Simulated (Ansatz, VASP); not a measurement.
**BN: VASP beside Ansatz**

```xyz
4
Lattice="2.5158 0.0000 0.0000 -1.2579 2.1787 0.0000 0.0000 0.0000 4.2337" Properties=species:S:1:pos:R:3 pbc="T T T"
B     0.0000    1.4525   -0.0005
B     1.2579    0.7262    2.1164
N     0.0000    1.4525    1.5839
N     1.2579    0.7262    3.7007
```

Change from the starting cell: strained cell.

Alike in both runs: functional PBE; k mesh 9 × 9 × 6; occupations gaussian, width 0.02 eV; no spin polarisation.

Ansatz relaxed the structure, and its values are those at the end. VASP's run is a single point on that final structure, the one shown.

|  | VASP | Ansatz |
| --- | --- | --- |
| version | VASP 6.6.1 | Ansatz 0.2.0 |
| potentials or method | VASP PAW PBE potentials, release 64 (B, N), cutoff 520 eV | scalar-relativistic, plane waves, PAW |
| valence electrons in the cell | 16 | 16 |

Ansatz gave:

| Property | Result |
| --- | --- |
| gap on the k mesh at the Fermi level (eV) | 5.09 |
| least direct gap on the mesh (eV) | 8.14 |
| pressure (GPa) | 11.0 |
| rms of the force components (eV/Å) | 0.000 |

Q: What did VASP give for the same quantities?

A: gap on the k mesh at the Fermi level (eV): 5.07; least direct gap on the mesh (eV): 8.14; pressure (GPa): 11.5; rms of the force components (eV/Å): 0.005.

Ansatz's warnings: stress scf threshold loose.
